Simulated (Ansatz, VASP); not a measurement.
**NaFeN: VASP beside Ansatz**

```
Na Fe N
1.0
     3.05810    0.00000    0.00000
    -1.52905    2.64839    0.00000
     0.00000    0.00000   10.08172
Na Fe N
2 2 2
Direct
  0.66667 0.33333 0.76181
  0.33333 0.66667 0.26181
  0.00000 0.00000 0.51829
  0.00000 0.00000 0.01829
  0.33333 0.66667 0.56454
  0.66667 0.33333 0.06454
```

Alike in both runs: task single point; functional PBE; k mesh 9 × 9 × 2; no spin polarisation.

|  | VASP | Ansatz |
| --- | --- | --- |
| version | VASP 6.6.1 | Ansatz 0.2.0 |
| potentials or method | VASP PAW PBE potentials, release 64 (Na_pv, Fe, N) | plane waves, PAW |
| plane-wave cutoff (eV) | 520 | 420 |
| occupations | gaussian, width 0.01 eV | fixed |
| valence electrons in the cell | 40 | 60 |

Ansatz gave:

| Property | Result |
| --- | --- |
| gap on the k mesh at the Fermi level (eV) | 0.32 |
| pressure (GPa) | -6.6 |
| traceless stress, the component that is largest in VASP (GPa) | 3.05 |
| rms of the force components (eV/Å) | 0.217 |

**Question.** What did VASP give for the same quantities?

**Answer.** gap on the k mesh at the Fermi level (eV): 0.30; pressure (GPa): -5.8; traceless stress, the component that is largest in VASP (GPa): 2.30; rms of the force components (eV/Å): 0.169.

Atom by atom the forces differ by 0.049 eV/Å (rms over components). VASP's potentials hold 40 valence electrons a cell and Ansatz's 60, so a difference there can come from the potentials and not from the codes.
